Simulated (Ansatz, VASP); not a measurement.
## CuS: VASP beside Ansatz

```
Cu S
1.0
     0.00000    2.43990    2.43990
     2.43990    0.00000    2.43990
     2.43990    2.43990    0.00000
Cu S
1 1
Direct
  0.00000 0.00000 0.00000
  0.50000 0.50000 0.50000
```

Alike in both runs: task single point; functional LDA; k mesh 6 × 6 × 6; no spin polarisation.

```csv
,VASP,Ansatz
version,VASP 6.6.1,Ansatz 0.2.0
potentials or method,"VASP PAW LDA potentials, release 64 (Cu, S), cutoff 520 eV",all-electron (LAPW or listed datasets)
occupations,"methfessel-paxton of order 1, width 0.1 eV",cold
```

Ansatz gave:

```
gap on the k mesh at the Fermi level (eV) : none
pressure (GPa)                            : -8.9
```

Question: What did VASP give for the same quantities?

Answer: gap on the k mesh at the Fermi level (eV): none; pressure (GPa): -8.8.

LDA's correlation is that of Perdew and Zunger in VASP and of Perdew and Wang (1992) in Ansatz. A gap of «none» marks a metal or a gap that the smearing closes. Ansatz ran all-electron here, and VASP with PAW potentials.

The k mesh is coarse, so the values compare programs but aren't converged.
